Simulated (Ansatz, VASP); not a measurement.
# One calculation of Ni2Ge, two programs

POSCAR

```
Ni2Ge
1.0
    4.0577033337      0.0000000000      0.0000000000
   -2.0288516668      3.5140741680      0.0000000000
    0.0000000000      0.0000000000      5.1381230819
Ni Ge
4 2
Direct
    0.6666666667      0.3333333333      0.2500000000
    0.3333333333      0.6666666667      0.7500000000
    0.0000000000      0.0000000000      0.0000000000
    0.0000000000      0.0000000000      0.5000000000
    0.6666666667      0.3333333333      0.7500000000
    0.3333333333      0.6666666667      0.2500000000
```

File INCAR.step1:

```
PREC = Accurate
ENCUT = 520
ISMEAR = 0
SIGMA = 0.1
LREAL = F
LASPH = T
NELM = 100
NBANDS = 43
GGA = PE
ALGO = Normal
EDIFF = 1E-4
LWAVE = T
LCHARG = F
```

The input INCAR.step2:

```
PREC = Accurate
ENCUT = 520
EDIFF = 1E-6
ISMEAR = 0
SIGMA = 0.1
LREAL = F
LASPH = T
NELM = 100
ALGO = Normal
ISIF = 2
LWAVE = F
LCHARG = F
METAGGA = R2SCAN
LMIXTAU = T
NBANDS = 43
ISTART = 1
```

KPOINTS

```
regular mesh
0
Gamma
  12 12 8
```

Input for Ansatz:

```yaml
crystal:
  lattice:
    - [4.0577033337, 0.0, 0.0]
    - [-2.0288516668, 3.514074168, 0.0]
    - [0.0, 0.0, 5.1381230819]
  atoms:
    - { symbol: Ni, position: [0.6666666667, 0.3333333333, 0.25] }
    - { symbol: Ni, position: [0.3333333333, 0.6666666667, 0.75] }
    - { symbol: Ni, position: [0.0, 0.0, 0.0] }
    - { symbol: Ni, position: [0.0, 0.0, 0.5] }
    - { symbol: Ge, position: [0.6666666667, 0.3333333333, 0.75] }
    - { symbol: Ge, position: [0.3333333333, 0.6666666667, 0.25] }
basis:
  ecutwfc: 500
kpoints:
  mp_grid: { grid: [12, 12, 8] }
hamiltonian:
  xc: r2scan
scf:
  occupations: { method: gaussian, width: 0.1 }
output:
  forces: true
  stress: true
  eigenvalues: true
```

Change from the starting cell: equal strain along all axes, cell held, atoms relaxed: +2.0 %.

Alike in both runs: task single point; functional r2SCAN; k mesh 12 × 12 × 8; occupations gaussian, width 0.1 eV; no spin polarisation.

```csv
,VASP,Ansatz
version,VASP 6.6.1,Ansatz 0.2.0
potentials or method,"VASP PAW PBE potentials, release 64 (Ni, Ge_d), cutoff 520 eV","scalar-relativistic, plane waves, PAW"
valence electrons in the cell,68,100
```

```tsv
	VASP	Ansatz	Ansatz less VASP
gap on the k mesh at the Fermi level (eV)	none	none	-
pressure (GPa)	-10.1	-10.2	-0.09
traceless stress, the component that is largest in VASP (GPa)	1.07	1.15	+0.082
```

VASP's potentials were made for PBE, not for r2SCAN. A gap of «none» marks a metal or a gap that the smearing closes. VASP's potentials hold 68 valence electrons a cell and Ansatz's 100, so a difference there can come from the potentials and not from the codes.
